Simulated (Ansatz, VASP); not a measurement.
**Two plane-wave programs on BiCl3O**

```
Bi Cl O
1.0
     5.39869    0.00000    0.00000
     0.00000    5.39869    0.00000
     0.00000    0.00000    5.39869
Bi Cl O
1 3 1
Direct
  0.50000 0.50000 0.50000
  0.00000 0.50000 0.50000
  0.50000 0.00000 0.50000
  0.50000 0.50000 0.00000
  0.00000 0.00000 0.00000
```

Change from the starting cell: species swapped into the CeBPd3 type (Pm-3m, No. 221).

Alike in both runs: functional PBE; k mesh 8 × 8 × 8; occupations gaussian, width 0.1 eV; no spin polarisation.

Ansatz relaxed the structure, and its values are those at the end. VASP's run is a single point on that final structure, the one shown.

```csv
,VASP,Ansatz
version,VASP 6.6.1,Ansatz 0.2.0
potentials or method,"VASP PAW PBE potentials, release 64 (Bi_d, Cl, O), cutoff 520 eV","scalar-relativistic, plane waves, PAW"
valence electrons in the cell,42,42
```

Ansatz gave:

| Item | Value |
| --- | --- |
| gap on the k mesh at the Fermi level (eV) | none |
| pressure (GPa) | 0.0 |

Estimate VASP's values.

gap on the k mesh at the Fermi level (eV): none; pressure (GPa): -0.1.

A gap of «none» marks a metal or a gap that the smearing closes. With one functional, cell and mesh, what is left measures potentials, basis and numerics.

Spin-orbit coupling is off throughout.
